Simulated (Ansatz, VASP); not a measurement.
KEu3 in VASP and in Ansatz

INCAR

```
  PREC = Accurate
  ENCUT = 520
  EDIFF = 1E-6
  ISMEAR = -1
  SIGMA = 0.15
  LREAL = False
  LASPH = True
  NELM = 150
  ALGO = Normal
  ISIF = 2
  LWAVE = False
  LCHARG = False
  ISPIN = 2
  MAGMOM = 0 7 7 7
  LORBIT = 11
  LMAXMIX = 6
  GGA = RP
  IVDW = 12
  NBANDS = 42
```

The input KPOINTS:

```
regular mesh
0
Gamma
  4 4 4
```

Contents of POSCAR:

```
KEu3
1.0
    5.8850400000      0.0000000000      0.0000000000
    0.0000000000      5.8850400000      0.0000000000
    0.0000000000      0.0000000000      5.8850400000
K Eu
1 3
Direct
    0.0000000000      0.0000000000      0.0000000000
    0.0000000000      0.5000000000      0.5000000000
    0.5000000000      0.0000000000      0.5000000000
    0.5000000000      0.5000000000      0.0000000000
```

Input for Ansatz:

```yaml
crystal:
  lattice:
    - [5.88504, 0.0, 0.0]
    - [0.0, 5.88504, 0.0]
    - [0.0, 0.0, 5.88504]
  atoms:
    - { symbol: K, position: [0.0, 0.0, 0.0] }
    - { symbol: Eu, position: [0.0, 0.5, 0.5] }
    - { symbol: Eu, position: [0.5, 0.0, 0.5] }
    - { symbol: Eu, position: [0.5, 0.5, 0.0] }
basis:
  ecutwfc: 420.0
kpoints:
  mp_grid:
    grid: [4, 4, 4]
hamiltonian:
  xc: rpbe
  dispersion: d3bj
magnetization:
  spin_polarized: true
  per_species:
    Eu: 7.0
scf:
  occupations:
    method: fermi_dirac
    width: 0.15
output:
  cutoff_correction: 570.0
```

Alike in both runs: task single point; functional RPBE; dispersion D3(BJ); k mesh 4 × 4 × 4; occupations fermi-dirac, width 0.15 eV; collinear spin.

|  | VASP | Ansatz |
| --- | --- | --- |
| version | VASP 6.6.1 | Ansatz 0.2.0 |
| potentials or method | VASP PAW PBE potentials, release 64 (K_sv, Eu), cutoff 520 eV | plane waves, PAW |
| valence electrons in the cell | 60 | 60 |

Ansatz gave:

| Item | Value |
| --- | --- |
| net moment per atom (μB) | 5.71 |
| size of the moment on the site where the two differ most (μB) | 7.23 |

Task: Which values does VASP return?

Result: net moment per atom (μB): 5.55; size of the moment on the site where the two differ most (μB): 6.70.

The net moments are unlike, so the other rows may belong to different states. VASP's potentials were made for PBE, not for RPBE. Site moments also hang on the region over which each program counts them.

Neither program's run includes spin-orbit coupling. Noted on VASP's run: too few bands were computed for a metal, which touches its energy and stress.
